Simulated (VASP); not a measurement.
# Fe2O3: single point with PBE

Fe2O3:

```
Fe O
1.0
     4.52542    0.00000    0.00000
     0.00000    4.52542    0.00000
     0.00000    0.00000    4.52542
Fe O
4 6
Direct
  0.25000 0.25000 0.25000
  0.75000 0.75000 0.25000
  0.75000 0.25000 0.75000
  0.25000 0.75000 0.75000
  0.50000 0.00000 0.00000
  0.00000 0.50000 0.00000
  0.00000 0.00000 0.50000
  0.50000 0.50000 0.00000
  0.50000 0.00000 0.50000
  0.00000 0.50000 0.50000
```

```
Program             : VASP 6.6.1
Task                : single point
Functional          : PBE
Potentials or basis : VASP PAW PBE potentials, release 64 (Fe, O)
Cutoff              : 520 eV
k mesh              : 12 × 12 × 12
Occupations         : fermi-dirac, width 0.0612256 eV
Spin                : no spin polarisation
```

```yaml
Pressure: -3.2 GPa
Band_gap_on_the_k_mesh: zero (bands 34 and 35 overlap by 0.34 eV)
```

Levels at points of the mesh, in eV from the Fermi level:
```tsv
k point	band 31	band 32	band 33	band 34	band 35	band 36	band 37	band 38
(0.00, 0.00, 0.00)	-0.44	-0.44	-0.44	0.33	0.33	0.33	0.55	0.55
(0.50, 0.00, 0.00)	-0.34	-0.34	0.03	0.03	0.16	0.16	1.06	1.06
(0.50, 0.50, 0.00)	-0.32	-0.32	-0.03	-0.03	0.08	0.08	1.39	1.39
(0.50, 0.50, 0.50)	-0.60	-0.60	-0.60	0.05	0.05	0.05	0.76	0.76
```

Wall time 3.1 min on 1 thread of Intel(R) Xeon(R) 6975P-C (Granite Rapids), with other jobs on the host, peak memory 0.37 GiB.

Caveat: the cell stands under tension; the run has no spin polarisation, though such a crystal can be magnetic; semilocal functionals often make such compounds metallic where correlation or magnetic order opens a gap, which also shifts bond lengths. Spin polarisation is off, so any magnetic state and its effect on volume and gap are missing.
